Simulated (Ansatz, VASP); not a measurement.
# One calculation of Al2Cu, two programs

```
Al Cu
1.0
     4.10518    0.00000    0.00000
     0.00000    4.10518    0.00000
     0.00000    0.00000    2.89131
Al Cu
2 1
Cartesian
  2.0526 0.0000 1.4457
  0.0000 2.0526 1.4457
  0.0000 0.0000 0.0000
```

Alike in both runs: task single point; functional r2SCAN; k mesh 10 × 10 × 14; occupations gaussian, width 0.1 eV; no spin polarisation.

|  | VASP | Ansatz |
| --- | --- | --- |
| version | VASP 6.6.1 | Ansatz 0.2.0 |
| potentials or method | VASP PAW PBE potentials, release 64 (Al, Cu), cutoff 520 eV | scalar-relativistic, plane waves, PAW |
| valence electrons in the cell | 17 | 25 |

|  | VASP | Ansatz | Ansatz less VASP |
| --- | --- | --- | --- |
| gap on the k mesh at the Fermi level (eV) | none | none | - |
| pressure (GPa) | -2.2 | -2.2 | +0.08 |
| traceless stress, the component that is largest in VASP (GPa) | -0.64 | -0.68 | -0.039 |

VASP's potentials were made for PBE, not for r2SCAN. A gap of «none» marks a metal or a gap that the smearing closes. With one functional, cell and mesh, what is left measures potentials, basis and numerics. VASP's potentials hold 17 valence electrons a cell and Ansatz's 25, so a difference there can come from the potentials and not from the codes.
